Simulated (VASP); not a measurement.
# Bi in VASP: notebook

Runs on Bi. Level: PBEsol. Tasks: single point.

Program: VASP 6.6.1. These are calculated values, not measurements. Logs are shortened: lines on timing, memory, paths and dates and some standing lists are left out, and cuts for length are marked.

### Step 1. The cell of the first run

The typed cell holds 2 atoms: a = 4.659 Å, b = 4.731 Å, c = 4.670 Å, α = 57.52°, β = 57.81°, γ = 58.81°.

### Step 2. Single point, PBEsol (atoms moved at random and the cell strained at random)

INCAR reads:

```
SYSTEM = Bi
PREC = Accurate
ENCUT = 520
EDIFF = 1E-6
ISMEAR = 0
SIGMA = 0.1
LREAL = .FALSE.
LASPH = .TRUE.
NELM = 100
ALGO = Normal
ISIF = 2
LWAVE = .FALSE.
LCHARG = .TRUE.
GGA = PS
LELF = .TRUE.
LVHAR = .TRUE.
NBANDS = 22
```

KPOINTS reads:

```
regular mesh
0
G
  10 10 10
  0 0 0
```

POSCAR reads:

```
Bi
1.0
    2.2677307065      1.2869865508      3.8608073076
   -2.3427309212      1.2951238896      3.9012212419
   -0.0304529652     -2.5927862403      3.8845575306
Bi
2
Direct
    0.2176755571      0.2374555863      0.2240679411
    0.7823244429      0.7625444137      0.7759320589
```

Potentials or basis: VASP PAW PBE potentials, release 64 (Bi_d).

The run is started by

```
$ cat potpaw_PBE.64/Bi_d/POTCAR > POTCAR
$ mpirun -np 1 vasp_std > vasp.out
```

OUTCAR:

```text
SYSTEM = Bi
   PREC = Accurate
   ENCUT = 520
   EDIFF = 1E-6
   ISMEAR = 0
   LREAL = .FALSE.
   LASPH = .TRUE.
   NELM = 100
   ISIF = 2
   GGA = PS

 ion  position               nearest neighbor table
   1  0.218  0.237  0.224-   2 2.90   2 2.96   2 3.07   2 3.58   2 3.61   2 3.67
   2  0.782  0.763  0.776-   1 2.90   1 2.96   1 3.07   1 3.58   1 3.61   1 3.67

  LATTYP: Found a triclinic cell.
 ALAT       =     4.6106459334
 B/A-ratio  =     0.9811157554
 C/A-ratio  =     1.0104523110
 COS(alpha) =     0.0083323140
 COS(beta)  =     0.4789879780
 COS(gamma) =     0.5126901080

  Lattice vectors:

 A1 = (  -4.6104616277,   0.0081373388,   0.0404139343)
 A2 = (  -2.3122779560,   3.8879101299,   0.0166637113)
 A3 = (  -2.2677307065,  -1.2869865508,  -3.8608073076)

Analysis of symmetry for initial positions (statically):
=====================================================================
 Subroutine PRICEL returns:
 Original cell was already a primitive cell.

 Routine SETGRP: Setting up the symmetry group for a
 triclinic supercell.

 Subroutine GETGRP returns: Found  2 space group operations
 (whereof  2 operations were pure point group operations)
 out of a pool of  2 trial point group operations.

The static configuration has the point symmetry S_2 .

Analysis of symmetry for dynamics (positions and initial velocities):
=====================================================================
 Subroutine PRICEL returns:
 Original cell was already a primitive cell.

 Routine SETGRP: Setting up the symmetry group for a
 triclinic supercell.

 Subroutine GETGRP returns: Found  2 space group operations
 (whereof  2 operations were pure point group operations)
 out of a pool of  2 trial point group operations.

The dynamic configuration has the point symmetry S_2 .

 Subroutine INISYM returns: Found  2 space group operations
 (whereof  2 operations are pure point group operations),
 and found     1 'primitive' translations

----------------------------------------------------------------------------------------

                                     Primitive cell

  volume of cell :      69.5100

  direct lattice vectors                    reciprocal lattice vectors
     2.267730707  1.286986551  3.860807308     0.217897054  0.129214129  0.087953448
    -2.342730921  1.295123890  3.901221242    -0.215934822  0.128423367  0.084024623
    -0.030452965 -2.592786240  3.884557531     0.000296296 -0.257398382  0.085628810

[... 74 lines left out ...]
   PREC   = accura    normal or accurate (medium, high low for compatibility)
   ISTART =      0    job   : 0-new  1-cont  2-samecut
   ICHARG =      2    charge: 1-file 2-atom 10-const
   ISPIN  =      1    spin polarized calculation?
   LNONCOLLINEAR =      F non collinear calculations
   LSORBIT =      F    spin-orbit coupling
   LASPH  =      T    aspherical Exc in radial PAW
   ENCUT  =  520.0 eV  38.22 Ry    6.18 a.u.   8.66  8.80  8.68*2*pi/ulx,y,z
   NELM   =    100;   NELMIN=  2; NELMDL= -5     # of ELM steps
   EDIFF  = 0.1E-05   stopping-criterion for ELM
   LREAL  =      F    real-space projection
   EDIFFG = 0.1E-04   stopping-criterion for IOM
   NSW    =      0    number of steps for IOM
   IBRION =     -1    ionic relax: 0-MD 1-quasi-New 2-CG
   NFREE  =      0    steps in history (QN), initial steepest desc. (CG)
   ISIF   =      2    stress and relaxation
   ISYM   =      2    0-nonsym 1-usesym 2-fastsym
   POTIM  = 0.5000    time-step for ionic-motion
   TEBEG  =    0.0;   TEEND  =   0.0 temperature during run
   PSTRESS=    0.0 pullay stress
   NELECT =      30.0000    total number of electrons
   NUPDOWN=      -1.0000    fix difference up-down
   EMIN   =  10.00;   EMAX   =-10.00  energy-range for DOS
   EFERMI =   0.00;   METHOD = LEGACY
   ISMEAR =     0;   SIGMA  =   0.10  broadening in eV -4-tet -1-fermi 0-gaus
   EFERMI_NEDOS =   21; number of points for ismear=-14 and -15
   IALGO  =     38    algorithm
   IMIX   =      4    mixing-type and parameters
     AMIX     =   0.40;   BMIX     =  1.00
     AMIX_MAG =   1.60;   BMIX_MAG =  1.00
  volume/ion in A,a.u.               =      34.75       234.54
  Fermi-wavevector in a.u.,A,eV,Ry     =   1.237180  2.337931 20.825273  1.530614
  Thomas-Fermi vector in A             =   2.371758
   LORBIT       =      0    0 simple, 1 ext, 2 COOP (PROOUT), +10 PAW based schemes
   GGA     = PS    functional components
   LHFCALC =     F    Hartree Fock is set to
   AEXX    =    0.0000 exact exchange contribution
   IVDW    =     0    specifies the selected vdW correction
   LEPSILON=     F    determine dielectric tensor
   LRPA    =     F    only Hartree local field effects (RPA)
 non-spin polarized calculation
 Gauss-broadening in eV      SIGMA  =   0.10
  energy-cutoff  :      520.00
  volume of cell :       69.51
 maximum number of plane-waves:      1893
   NGX = 17   NGY = 17   NGZ = 17

 number of electron      30.0000002 magnetization

 Free energy of the ion-electron system (eV)
  ---------------------------------------------------
  ext. energy  EPLUGINS =         0.00000000
  ---------------------------------------------------
  free energy    TOTEN  =        -8.45584348 eV

  energy without entropy =       -8.45491206  energy(sigma->0) =       -8.45537777

 E-fermi :   6.3238     XC(G=0):  -9.7279

 val. band max:        6.3224522679   @ k =   0.5000   0.0000   0.0000
 cond. band min:       6.3919204175   @ k =  -0.4000   0.4000   0.5000
 fundamental gap:      0.0694681497
 Fermi energy:         6.3237890992

 k-point     1 :       0.0000    0.0000    0.0000
  band No.  band energies     occupation
      1     -16.6522      2.00000
      2     -16.5867      2.00000
      3     -16.4537      2.00000
      4     -16.4428      2.00000
      5     -16.3853      2.00000
      6     -16.2309      2.00000
[... 589 lines left out ...]
     21      14.2354      0.00000
     22      15.9729      0.00000

 [... further k-points ...]
[... 5 lines left out ...]
  --------------------------------------------------------------------------------------
  -------------------------------------------------------------------------------------
  Total        0.7420870      1.2894579      1.0804595     -0.6265154      0.1634270      0.9957880
  in kB       17.1048150     29.7214975     24.9041663    -14.4409350      3.7669289     22.9525233
  external PRESSURE =      23.9101596 kB  Pullay stress =       0.0000000 kB

 VOLUME and BASIS-vectors are now :
 -----------------------------------------------------------------------------
  energy-cutoff  :      520.00
  volume of cell :       69.51
      direct lattice vectors                 reciprocal lattice vectors
     2.267730707  1.286986551  3.860807308     0.217897054  0.129214129  0.087953448
    -2.342730921  1.295123890  3.901221242    -0.215934822  0.128423367  0.084024623
    -0.030452965 -2.592786240  3.884557531     0.000296296 -0.257398382  0.085628810

 POSITION                                       TOTAL-FORCE (eV/Angst)
 -----------------------------------------------------------------------------------
     -0.06949      0.00672      2.63717         0.512294      0.033261      1.140395
     -0.03596     -0.01740      9.00941        -0.512294     -0.033261     -1.140395
 -----------------------------------------------------------------------------------
    total drift:                                0.000000      0.000000     -0.000000

  FREE ENERGIE OF THE ION-ELECTRON SYSTEM (eV)
  ---------------------------------------------------
  free  energy   TOTEN  =        -8.4558434836 eV

  energy  without entropy=       -8.4549120629  energy(sigma->0) =       -8.45537777
```

stdout:

```text
POSCAR found type information on POSCAR Bi
 POSCAR found :  1 types and       2 ions
 scaLAPACK will be used
 -----------------------------------------------------------------------------
|                                                                             |
|                                                                             |
|     You enforced a specific xc type in the INCAR file but a different       |
|     I HOPE YOU KNOW WHAT YOU ARE DOING!                                     |
|                                                                             |
 -----------------------------------------------------------------------------

 LDA part: xc-table for (Slater+PW92), standard interpolation
 POSCAR, INCAR and KPOINTS ok, starting setup
 FFT: planning ... GRIDC
 FFT: planning ... GRID_SOFT
 FFT: planning ... GRID
 WAVECAR not read
 entering main loop
```

Wall time 6.9 min (1 thread of Intel Xeon Platinum 8488C (Sapphire Rapids), shared host); peak memory 0.66 GiB.

Results:

```
Free energy            : -8.4558 eV
Pressure               : 2.4 GPa
Largest force          : 1.251 eV/Å
Band gap on the k mesh : zero (band 15 reaches 6.39 eV, above the bottom of band 16 at 6.04 eV)
```

Forces in eV/Å, atoms in the order of the input:
```
Bi   0.512  0.033  1.140
Bi  -0.512 -0.033 -1.140
```

Levels at points of the mesh, in eV from the Fermi level:
| k point | band 13 | band 14 | band 15 | band 16 | band 17 | band 18 |
| --- | --- | --- | --- | --- | --- | --- |
| (0.00, 0.00, 0.00) | -1.67 | -1.30 | -0.99 | 1.86 | 2.65 | 3.26 |
| (0.50, 0.00, 0.00) | -1.73 | -1.58 | -0.43 | 0.00 | 0.91 | 1.68 |
| (0.00, 0.50, 0.00) | -1.53 | -1.48 | -0.29 | -0.16 | 1.37 | 1.60 |
| (0.50, 0.50, 0.00) | -4.68 | -3.28 | -2.72 | 1.77 | 5.25 | 5.88 |
| (0.00, 0.00, 0.50) | -1.81 | -1.47 | -0.56 | -0.28 | 1.12 | 1.53 |
| (0.50, 0.00, 0.50) | -4.52 | -3.13 | -2.89 | 2.05 | 5.07 | 5.89 |
| (0.00, 0.50, 0.50) | -4.71 | -3.16 | -2.71 | 1.80 | 5.30 | 6.06 |
| (0.50, 0.50, 0.50) | -1.52 | -1.30 | -0.74 | 0.57 | 1.11 | 1.13 |

Caveat: the cell differs from its parent crystal (atoms moved at random and the cell strained at random); the PAW data sets were made with another functional, which shifts forces and pressure a little; spin-orbit coupling is left out, which moves the levels of the heavy elements.

### Step 3. Single point, PBEsol (one atom moved)

INCAR reads:

```
SYSTEM = Bi
PREC     = Accurate       ! precision mode
ENCUT    = 520            ! plane-wave cutoff, eV
EDIFF    = 1E-7           ! SCF threshold, eV
ISMEAR   = 0              ! smearing method
SIGMA    = 0.1            ! smearing width, eV
LREAL    = .False.        ! projectors in reciprocal space
LASPH    = .True.         ! aspherical terms in the spheres
NELM     = 80             ! most SCF steps
ALGO     = Normal         ! electronic algorithm
ISIF     = 2              ! what is computed and relaxed
LWAVE    = .False.        ! write WAVECAR
LCHARG   = .False.        ! write CHGCAR
GGA      = PS             ! functional
NBANDS   = 22             ! bands
```

KPOINTS reads:

```
Automatic mesh
0
Gamma
  12 12 12
  0 0 0
```

POSCAR reads:

```
Bi
1.0
    2.2729996784      1.3123169762      3.9540000000
   -2.2729996784      1.3123169762      3.9540000000
    0.0000000000     -2.6246339523      3.9540000000
Bi
2
Direct
    0.2465354224      0.2465354224      0.2465354224
    0.7661100000      0.7661100000      0.7661100000
```

Potentials or basis: VASP PAW PBE potentials, release 64 (Bi_d).

The run is started by

```
$ cat potpaw_PBE.64/Bi_d/POTCAR > POTCAR
$ mpirun -np 1 vasp_std > vasp.out
```

OUTCAR:

```text
SYSTEM = Bi
   PREC = Accurate
   ENCUT = 520
   EDIFF = 1E-7
   ISMEAR = 0
   LREAL = .False.
   LASPH = .True.
   NELM = 80
   ISIF = 2
   GGA = PS

 ion  position               nearest neighbor table
   1  0.247  0.247  0.247-   2 3.15   2 3.15   2 3.15   2 3.43   2 3.43   2 3.43
   2  0.766  0.766  0.766-   1 3.15   1 3.15   1 3.15   1 3.43   1 3.43   1 3.43

  LATTYP: Found a trigonal (rhomboedric) cell.
 ALAT       =     4.7458212550
 COS(alpha) =     0.5412184017

  Lattice vectors:

 A1 = (   2.2729996784,   1.3123169762,   3.9540000000)
 A2 = (  -2.2729996784,   1.3123169762,   3.9540000000)
[... 191 lines left out ...]
      5     -16.5953      2.00000
      6     -16.4296      2.00000
[... 589 lines left out ...]
     21      14.1210      0.00000
     22      15.9757      0.00000

 [... further k-points ...]
[... 5 lines left out ...]
  --------------------------------------------------------------------------------------
  -------------------------------------------------------------------------------------
  Total       -0.7332740     -0.7332740     -1.1066590      0.0000000     -0.0000000      0.0000000
  in kB      -16.6016339    -16.6016339    -25.0552276      0.0000000     -0.0000000      0.0000000
  external PRESSURE =     -19.4194985 kB  Pullay stress =       0.0000000 kB

 VOLUME and BASIS-vectors are now :
 -----------------------------------------------------------------------------
  energy-cutoff  :      520.00
  volume of cell :       70.77
      direct lattice vectors                 reciprocal lattice vectors
     2.272999678  1.312316976  3.954000000     0.219973634  0.127001837  0.084302816
    -2.272999678  1.312316976  3.954000000    -0.219973634  0.127001837  0.084302816
     0.000000000 -2.624633952  3.954000000     0.000000000 -0.254003674  0.084302816

 POSITION                                       TOTAL-FORCE (eV/Angst)
 -----------------------------------------------------------------------------------
      0.00000      0.00000      2.92440         0.000000     -0.000000     -0.348453
      0.00000      0.00000      9.08760         0.000000      0.000000      0.348453
 -----------------------------------------------------------------------------------
    total drift:                                0.000000      0.000000      0.000005

  FREE ENERGIE OF THE ION-ELECTRON SYSTEM (eV)
  ---------------------------------------------------
  free  energy   TOTEN  =        -8.5773361502 eV

  energy  without entropy=       -8.5754462993  energy(sigma->0) =       -8.57639122
```

Run time: 77 s. Hardware: 1 thread of Intel Xeon 6975P-C (Granite Rapids), shared host; peak memory 0.36 GiB.

Results:

```
Free energy            : -8.5773 eV
Pressure               : -1.9 GPa
Largest force          : 0.348 eV/Å
Band gap on the k mesh : zero (band 15 reaches 6.09 eV, above the bottom of band 16 at 5.84 eV)
```

Forces on the atoms (eV/Å):
```
Bi   0.000  0.000 -0.348
Bi   0.000  0.000  0.348
```

Stress tensor (GPa, compression positive):
```
-1.66  0.00  0.00
 0.00 -1.66  0.00
 0.00  0.00 -2.51
```

Caveat: the cell differs from its parent crystal (one atom moved); the PAW data sets were made with another functional, which shifts forces and pressure a little; spin-orbit coupling is left out, which moves the levels of the heavy elements.

### Step 4. Single point, PBEsol (strained and its atoms moved)

INCAR reads:

```
SYSTEM = Bi
  PREC = Accurate
  ENCUT = 520
  EDIFF = 1E-6
  ISMEAR = 0
  SIGMA = 0.1
  LREAL = .False.
  LASPH = .True.
  NELM = 80
  ALGO = Normal
  ISIF = 2
  LWAVE = .False.
  LCHARG = .True.
  GGA = PS
  LELF = .True.
  LVHAR = .True.
  NBANDS = 22
```

KPOINTS reads:

```
regular mesh
0
Gamma
  12 12 12
  0 0 0
```

POSCAR reads:

```
Bi
1.0
    2.3356662795      1.3484975552      4.0037017800
   -2.3356662795      1.3484975552      4.0037017800
    0.0000000000     -2.6969951104      4.0037017800
Bi
2
Direct
    0.2254597184      0.2254597184      0.2254597184
    0.7745402816      0.7745402816      0.7745402816
```

The run is started by

```
$ cat potpaw_PBE.64/Bi_d/POTCAR > POTCAR
$ mpirun -np 1 vasp_std > vasp.out
```

Run time: 68 s. Hardware: 1 thread of Intel Xeon 6975P-C (Granite Rapids), shared host; peak memory 0.37 GiB.

It converged, with:

| Item | Value |
| --- | --- |
| Free energy | -8.4808 eV |
| Pressure | -1.4 GPa |
| Largest force | 0.666 eV/Å |
| Band gap on the k mesh | zero (band 15 reaches 5.35 eV, above the bottom of band 16 at 5.16 eV) |

Forces on the atoms (eV/Å):
```
Bi   0.000  0.000  0.666
Bi   0.000  0.000 -0.666
```

Stress tensor (GPa, compression positive):
```
-1.90  0.00  0.00
 0.00 -1.90  0.00
 0.00  0.00 -0.41
```

Levels at points of the mesh, in eV from the Fermi level:
```tsv
k point	band 13	band 14	band 15	band 16	band 17	band 18
(0.00, 0.00, 0.00)	-1.30	-1.30	-0.90	1.78	2.78	2.78
(0.50, 0.00, 0.00)	-1.58	-1.42	-0.30	-0.20	1.21	1.65
(0.50, 0.50, 0.00)	-4.16	-2.84	-2.47	1.97	4.83	5.62
(0.50, 0.50, 0.50)	-1.49	-0.95	-0.95	0.93	0.93	1.04
```

Caveat: the cell differs from its parent crystal (strained and its atoms moved); the PAW data sets were made with another functional, which shifts forces and pressure a little; spin-orbit coupling is left out, which moves the levels of the heavy elements.

### Step 5. The runs side by side

| cell | k mesh | gap on the mesh (eV) | pressure (GPa) | largest force (eV/Å) |
| --- | --- | --- | --- | --- |
| a = 4.659, b = 4.731, c = 4.670 Å, angles 57.5, 57.8, 58.8°, 2 atoms | 10 × 10 × 10 | none | 2.4 | 1.25 |
| a = 4.746 Å, angles 57.2°, 2 atoms | 12 × 12 × 12 | none | -1.9 | 0.35 |
| a = 4.827 Å, angles 57.9°, 2 atoms | 12 × 12 × 12 | none | -1.4 | 0.67 |

Alike in all rows: task single point; level PBEsol; potentials or basis VASP PAW PBE potentials, release 64 (Bi_d); no spin polarisation; cutoff (eV) 520; smearing gaussian 0.1 eV.

Caveats: the PAW data sets were made with another functional, which shifts forces and pressure a little; spin-orbit coupling is left out, which moves the levels of the heavy elements.

Absolute energies hang on the potentials; compare differences alone.
